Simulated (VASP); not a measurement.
# LiF (P6_3mc) in VASP: a series of runs, part 2 of 2

VASP 6.6.1. Earlier steps stand in the parts before.

## Step 3: Single point, LDA (c/a of the conventional cell at fixed volume 1.4392)

File INCAR:

```
SYSTEM = LiF
PREC     = Accurate       ! precision mode
ENCUT    = 520            ! plane-wave cutoff, eV
EDIFF    = 1E-6           ! SCF threshold, eV
ISMEAR   = 0              ! smearing method
SIGMA    = 0.05           ! smearing width, eV
LREAL    = .FALSE.        ! projectors in reciprocal space
LASPH    = .TRUE.         ! aspherical terms in the spheres
NELM     = 80             ! most SCF steps
ALGO     = Normal         ! electronic algorithm
ISIF     = 2              ! what is computed and relaxed
LWAVE    = .FALSE.        ! write WAVECAR
LCHARG   = .FALSE.        ! write CHGCAR
NBANDS   = 18             ! bands
```

File KPOINTS:

```
regular mesh
0
G
  9 9 6
  0 0 0
```

File POSCAR:

```
LiF
1.0
    3.0976209951      0.0000000000      0.0000000000
   -1.5488104975      2.6826184730      0.0000000000
    0.0000000000      0.0000000000      4.4580961361
Li F
2 2
Direct
    0.3333333333      0.6666666667      0.4120529761
    0.6666666667      0.3333333333      0.9120529761
    0.3333333333      0.6666666667      0.9910195924
    0.6666666667      0.3333333333      0.4910195924
```

Potentials or basis: VASP PAW LDA potentials, release 64 (Li_sv, F).

Launch:

```bash
cat potpaw_LDA.64/Li_sv/POTCAR potpaw_LDA.64/F/POTCAR > POTCAR
mpirun -np 1 vasp_std > vasp.out
```

Run time: 11 s. Hardware: 1 thread of AMD EPYC 9R45 (Zen 5), shared host; peak memory 0.12 GiB.

It converged, with:

```yaml
Free_energy: -20.8050 eV
Largest_force: 0.060 eV/Å
Band_gap_on_the_k_mesh: 7.63 eV, direct
```

Forces in eV/Å, atoms in the order of the input:
```
Li   0.000  0.000 -0.060
Li   0.000  0.000 -0.060
F    0.000  0.000  0.060
F    0.000  0.000  0.060
```

Levels at points of the mesh, in eV from the valence-band top:
| k point | band 7 | band 8 | band 9 | band 10 | band 11 | band 12 | band 13 | band 14 |
| --- | --- | --- | --- | --- | --- | --- | --- | --- |
| (0.00, 0.00, 0.00) | -0.97 | -0.48 | -0.48 | 0.00 | 7.63 | 12.56 | 15.79 | 17.60 |
| (0.00, 0.00, 0.50) | -0.72 | -0.72 | -0.72 | -0.72 | 9.59 | 9.59 | 17.87 | 17.87 |

Caveat: the cutoff is under 1.25 times the usual one of these potentials, so pressure, stress and relaxed cells hold a basis-set (Pulay) error.

## Step 4: Single point, LDA (c/a of the conventional cell at fixed volume 1.5376)

File INCAR:

```
ALGO = Normal
EDIFF = 1E-6
ENCUT = 520
GGA = CA
ISIF = 2
ISMEAR = 0
LASPH = True
LCHARG = False
LREAL = False
LWAVE = False
NBANDS = 18
NELM = 60
PREC = Accurate
SIGMA = 0.05
```

File KPOINTS:

```
k-points
0
Gamma
  9 9 6
```

File POSCAR:

```
LiF
1.0
    3.0300909680      0.0000000000      0.0000000000
   -1.5150454840      2.6241357541      0.0000000000
    0.0000000000      0.0000000000      4.6590208518
Li F
2 2
Direct
    0.3333333333      0.6666666667      0.4307693551
    0.6666666667      0.3333333333      0.9307693551
    0.3333333333      0.6666666667      0.9910195924
    0.6666666667      0.3333333333      0.4910195924
```

Potentials or basis: VASP PAW LDA potentials, release 64 (Li_sv, F).

Launch:

```bash
cat potpaw_LDA.64/Li_sv/POTCAR potpaw_LDA.64/F/POTCAR > POTCAR
mpirun -np 1 vasp_std > vasp.out
```

OUTCAR:

```text
EDIFF = 1E-6
   ENCUT = 520
   GGA = CA
   ISIF = 2
   ISMEAR = 0
   LASPH = True
   LREAL = False
   NELM = 60
   PREC = Accurate

 ion  position               nearest neighbor table
   1  0.333  0.667  0.431-   4 1.77   4 1.77   4 1.77   3 2.05
   2  0.667  0.333  0.931-   3 1.77   3 1.77   3 1.77   4 2.05
   3  0.333  0.667  0.991-   2 1.77   2 1.77   2 1.77   1 2.05
   4  0.667  0.333  0.491-   1 1.77   1 1.77   1 1.77   2 2.05

  LATTYP: Found a hexagonal cell.
 ALAT       =     3.0300909680
 C/A-ratio  =     1.5375844821

  Lattice vectors:

 A1 = (   3.0300909680,   0.0000000000,   0.0000000000)
 A2 = (  -1.5150454840,   2.6241357541,   0.0000000000)
 A3 = (   0.0000000000,   0.0000000000,   4.6590208518)

Analysis of symmetry for initial positions (statically):
=====================================================================
 Subroutine PRICEL returns:
 Original cell was already a primitive cell.

 Routine SETGRP: Setting up the symmetry group for a
[... 168 lines left out ...]
  ---------------------------------------------------
  ext. energy  EPLUGINS =         0.00000000
  ---------------------------------------------------
  free energy    TOTEN  =       -20.71386539 eV

  energy without entropy =      -20.71386539  energy(sigma->0) =      -20.71386539

 E-fermi :  -1.9322     XC(G=0):  -9.8691

 val. band max:       -2.1816055954   @ k =   0.0000   0.0000   0.0000
 cond. band min:       5.4272601275   @ k =   0.0000   0.0000   0.0000
 fundamental gap:      7.6088657229
 Fermi energy:        -1.9321688718

 k-point     1 :       0.0000    0.0000    0.0000
  band No.  band energies     occupation
      1     -41.5887      2.00000
      2     -41.5305      2.00000
      3     -21.5530      2.00000
      4     -21.1424      2.00000
      5      -5.0547      2.00000
      6      -3.0854      2.00000
[... 481 lines left out ...]
      5      -4.8415      2.00000
      6      -3.8033      2.00000
[... 10 lines left out ...]
     17      16.0687      0.00000
     18      19.1976      0.00000

 [... further k-points ...]
[... 5 lines left out ...]
  --------------------------------------------------------------------------------------
  -------------------------------------------------------------------------------------
  Total        0.8419978      0.8419978     -1.2765939      0.0000000      0.0000000      0.0000000
  in kB       36.4153879     36.4153879    -55.2111432      0.0000000      0.0000000      0.0000000
  external PRESSURE =       5.8732108 kB  Pullay stress =       0.0000000 kB

 VOLUME and BASIS-vectors are now :
 -----------------------------------------------------------------------------
  energy-cutoff  :      520.00
  volume of cell :       37.05
      direct lattice vectors                 reciprocal lattice vectors
     3.030090968  0.000000000  0.000000000     0.330023095  0.190538923  0.000000000
    -1.515045484  2.624135754  0.000000000     0.000000000  0.381077846  0.000000000
     0.000000000  0.000000000  4.659020852     0.000000000  0.000000000  0.214637374

 POSITION                                       TOTAL-FORCE (eV/Angst)
 -----------------------------------------------------------------------------------
     -0.00000      1.74942      2.00696         0.000000     -0.000000     -0.311736
      1.51505      0.87471      4.33647        -0.000000     -0.000000     -0.311736
     -0.00000      1.74942      4.61718        -0.000000      0.000000      0.311736
      1.51505      0.87471      2.28767         0.000000     -0.000000      0.311736
 -----------------------------------------------------------------------------------
    total drift:                                0.000001      0.000001     -0.001281

  FREE ENERGIE OF THE ION-ELECTRON SYSTEM (eV)
  ---------------------------------------------------
  free  energy   TOTEN  =       -20.7138653881 eV

  energy  without entropy=      -20.7138653881  energy(sigma->0) =      -20.71386539
```

Wall time 11 s (1 thread of AMD EPYC 9R45 (Zen 5), shared host); peak memory 0.12 GiB.

Results:

```
Free energy            : -20.7139 eV
Largest force          : 0.312 eV/Å
Band gap on the k mesh : 7.61 eV, direct
```

Forces on the atoms (eV/Å):
```
Li   0.000  0.000 -0.312
Li   0.000  0.000 -0.312
F    0.000  0.000  0.312
F    0.000  0.000  0.312
```

Caveat: the cutoff is under 1.25 times the usual one of these potentials, so pressure, stress and relaxed cells hold a basis-set (Pulay) error. A k mesh can miss the band edges.

## Step 5: The runs side by side

```tsv
cell	gap on the mesh (eV)	largest force (eV/Å)
a = 3.115, b = 3.115, c = 4.407 Å, angles 90.0, 90.0, 120.0°, 4 atoms	7.85	2.21
a = 3.098, b = 3.098, c = 4.458 Å, angles 90.0, 90.0, 120.0°, 4 atoms	7.63	0.06
a = 3.030, b = 3.030, c = 4.659 Å, angles 90.0, 90.0, 120.0°, 4 atoms	7.61	0.31
```

Alike in all rows: task single point; level LDA; potentials or basis VASP PAW LDA potentials, release 64 (Li_sv, F); no spin polarisation; k mesh 9 × 9 × 6; cutoff (eV) 520; smearing gaussian 0.05 eV.

Caveats: the cutoff is under 1.25 times the usual one of these potentials, so pressure, stress and relaxed cells hold a basis-set (Pulay) error; forces of over 1 eV/Å act on the atoms, so gaps and moduli don't describe the material at rest (some runs).

Total energies depend on the potentials used, so only differences within one code and one set of settings carry meaning.
